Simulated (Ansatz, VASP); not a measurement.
Hg: VASP beside Ansatz

```
Hg
1.0
     3.43858    0.00000    0.00000
    -1.71929    2.97789    0.00000
     0.00000    0.00000    5.45072
Hg
2
Cartesian
  0.0000 1.9853 1.3627
  1.7193 0.9926 4.0880
```

Alike in both runs: task single point; functional revPBE; dispersion D4; k mesh 9 × 9 × 5; occupations methfessel-paxton of order 1, width 0.1 eV; no spin polarisation.

|  | VASP | Ansatz |
| --- | --- | --- |
| version | VASP 6.6.1 | Ansatz 0.2.0 |
| potentials or method | VASP PAW PBE potentials, release 64 (Hg) | Ansatz PAW |
| plane-wave cutoff (eV) | 520 | 420 |
| valence electrons in the cell | 24 | 40 |

|  | VASP | Ansatz | Ansatz less VASP |
| --- | --- | --- | --- |
| gap on the k mesh at the Fermi level (eV) | none | none | - |
| pressure (GPa) | -0.2 | -0.4 | -0.13 |
| traceless stress, the component that is largest in VASP (GPa) | 0.23 | 0.22 | -0.008 |

VASP's potentials were made for PBE, not for revPBE. A gap of «none» marks a metal or a gap that the smearing closes. VASP's potentials hold 24 valence electrons a cell and Ansatz's 40, so a difference there can come from the potentials and not from the codes.

Neither program's run includes spin-orbit coupling.
